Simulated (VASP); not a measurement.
The system is SnTe3.

```
CELL_PARAMETERS angstrom
0.00000 3.83530 3.83530
3.83530 0.00000 3.83530
3.83530 3.83530 0.00000
ATOMIC_POSITIONS crystal
Te 0.50000 0.50000 0.50000
Te 0.75000 0.75000 0.75000
Te 0.25000 0.25000 0.25000
Sn 0.00000 0.00000 0.00000
```

This cell differs from its parent crystal: volume scaled by 0.98.

Base run:

```yaml
Program: VASP 6.6.1
Functional: PBEsol
Potentials_or_basis: VASP PAW PBE potentials, release 64 (Te, Sn_d)
Cutoff: 520 eV
k_mesh: 6 × 6 × 6
Occupations: fermi-dirac, width 0.05 eV
Spin: no spin polarisation
```

Its results: band gap on the k mesh zero (band 16 reaches 8.23 eV, above the bottom of band 17 at 5.94 eV); pressure -1.9 GPa.

Question: The run is repeated on the same cell with these changes: functional from PBEsol to r2SCAN. What comes out?

Answer: Band gap on the k mesh zero (band 16 reaches 8.31 eV, above the bottom of band 17 at 5.90 eV); pressure 1.1 GPa.

Caveats: the PAW data sets were made with another functional, which shifts forces and pressure a little; spin-orbit coupling is left out, which moves the levels of the heavy elements.
